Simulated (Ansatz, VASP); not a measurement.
Two plane-wave programs on SiGeO4

```
Si Ge O
1.0
     5.46610    0.00000    0.00000
    -2.73305    4.73378    0.00000
     0.00000    0.00000    8.92243
Si Ge O
2 2 8
Cartesian
  0.0000 3.1559 8.3650
  2.7331 1.5779 3.9038
  2.7331 1.5779 0.5568
  0.0000 3.1559 5.0181
  -1.3197 2.3939 8.9036
  1.3197 2.3939 8.9036
  0.0000 4.6797 8.9036
  0.0000 3.1559 6.7488
  2.7331 1.5779 2.2875
  2.7331 0.0541 4.4424
  1.4134 2.3399 4.4424
  4.0527 2.3399 4.4424
```

Alike in both runs: functional PBE; k mesh 6 × 6 × 4; occupations gaussian, width 0.02 eV; no spin polarisation.

Ansatz relaxed the structure, and its values are those at the end. VASP's run is a single point on that final structure, the one shown.

|  | VASP | Ansatz |
| --- | --- | --- |
| version | VASP 6.6.1 | Ansatz 0.2.0 |
| potentials or method | VASP PAW PBE potentials, release 64 (Si, Ge_d, O), cutoff 520 eV | scalar-relativistic, plane waves, PAW |
| valence electrons in the cell | 84 | 84 |

VASP gave:

- gap on the k mesh at the Fermi level (eV): 4.03
- least direct gap on the mesh (eV): 4.03
- pressure (GPa): -0.2
- rms of the force components (eV/Å): 0.046

Question: Which values does Ansatz return?

Answer: gap on the k mesh at the Fermi level (eV): 4.04; least direct gap on the mesh (eV): 4.04; pressure (GPa): 0.0; rms of the force components (eV/Å): 0.001.

Ansatz's warnings: xc potential rough in thin density.
